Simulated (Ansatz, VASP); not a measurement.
## CO2: VASP beside Ansatz

```
C O
1.0
     4.34410    0.00000    0.00000
     0.00000    6.11100    0.00000
     0.00000    0.00000    4.28500
C O
4 8
Direct
  0.00000 0.32300 0.25000
  0.50000 0.17700 0.75000
  0.00000 0.67700 0.75000
  0.50000 0.82300 0.25000
  0.27200 0.37000 0.46700
  0.22800 0.13000 0.96700
  0.77200 0.13000 0.53300
  0.72800 0.37000 0.03300
  0.72800 0.63000 0.53300
  0.77200 0.87000 0.03300
  0.22800 0.87000 0.46700
  0.27200 0.63000 0.96700
```

Alike in both runs: task relaxation of the atoms; functional PBE; k mesh 5 × 3 × 5; occupations fermi-dirac, width 0.02 eV; no spin polarisation.

```csv
,VASP,Ansatz
version,VASP 6.6.1,Ansatz 0.2.0
potentials or method,"VASP PAW PBE potentials, release 64 (C, O)","plane-wave PAW, scalar-relativistic"
plane-wave cutoff (eV),520,420
valence electrons in the cell,64,64
```

VASP gave:

```
gap on the k mesh at the Fermi level, each at its own relaxed structure (eV) : 6.87
```

Q: Estimate Ansatz's values.

A: gap on the k mesh at the Fermi level, each at its own relaxed structure (eV): 6.99.

Ansatz's warnings: stress scf threshold loose.
